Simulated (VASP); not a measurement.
Here is a VASP 6.6.1 calculation.

POSCAR

```
GaB
1.0
    2.7182400000      0.0000000000      0.0000000000
    0.0000000000      2.7182400000      0.0000000000
    0.0000000000      0.0000000000      3.2362100000
Ga B
1 1
Direct
    0.5000000000      0.5000000000      0.5000000000
    0.0000000000      0.0000000000      0.0000000000
```

File INCAR.step1:

```
ALGO     = Normal         # electronic algorithm
EDIFF    = 1E-5           # SCF threshold, eV
ENCUT    = 600            # plane-wave cutoff, eV
GGA      = PE             # functional
ISMEAR   = -1             # smearing method
LASPH    = True           # aspherical terms in the spheres
LCHARG   = False          # write CHGCAR
LREAL    = False          # projectors in reciprocal space
LWAVE    = True           # write WAVECAR
NBANDS   = 15             # bands
NELM     = 100            # most SCF steps
PREC     = Accurate       # precision mode
SIGMA    = 0.05           # smearing width, eV
```

Contents of INCAR.step2:

```
AEXX     = 0.25           # exact-exchange fraction
ALGO     = Normal         # electronic algorithm
EDIFF    = 1E-6           # SCF threshold, eV
EDIFFG   = -0.01          # ionic threshold
ENCUT    = 600            # plane-wave cutoff, eV
GGA      = PS             # functional
IBRION   = 2              # ionic algorithm
ISIF     = 3              # what is computed and relaxed
ISMEAR   = -1             # smearing method
ISTART   = 1            
LASPH    = True           # aspherical terms in the spheres
LCHARG   = False          # write CHGCAR
LHFCALC  = True           # exact exchange
LREAL    = False          # projectors in reciprocal space
LWAVE    = False          # write WAVECAR
NELM     = 100            # most SCF steps
NSW      = 60             # ionic steps
PREC     = Accurate       # precision mode
PRECFOCK = Normal       
SIGMA    = 0.05           # smearing width, eV
```

The input KPOINTS:

```
k-points
0
Gamma
  5 5 4
```

Potentials or basis: VASP PAW PBE potentials, release 64 (Ga_d, B).

Run with:

```console
$ cat potpaw_PBE.64/Ga_d/POTCAR potpaw_PBE.64/B/POTCAR > POTCAR
$ cp INCAR.step1 INCAR
$ mpirun -np 1 vasp_std > vasp.out
$ cp INCAR.step2 INCAR
$ mpirun -np 1 vasp_std > vasp.out
```

(1) What does it give for the relaxed cell?

(2) Predict the space group after relaxing (to 0.1 Å).

Answers

(1) a = 2.669 Å, b = 2.669 Å, c = 3.152 Å, α = 90.00°, β = 90.00°, γ = 90.00°.

(2) P4/mmm (No. 123).

Caveat: the k points lie up to 0.50 Å⁻¹ apart in the final cell, too coarse for converged energies and pressures of a metal.
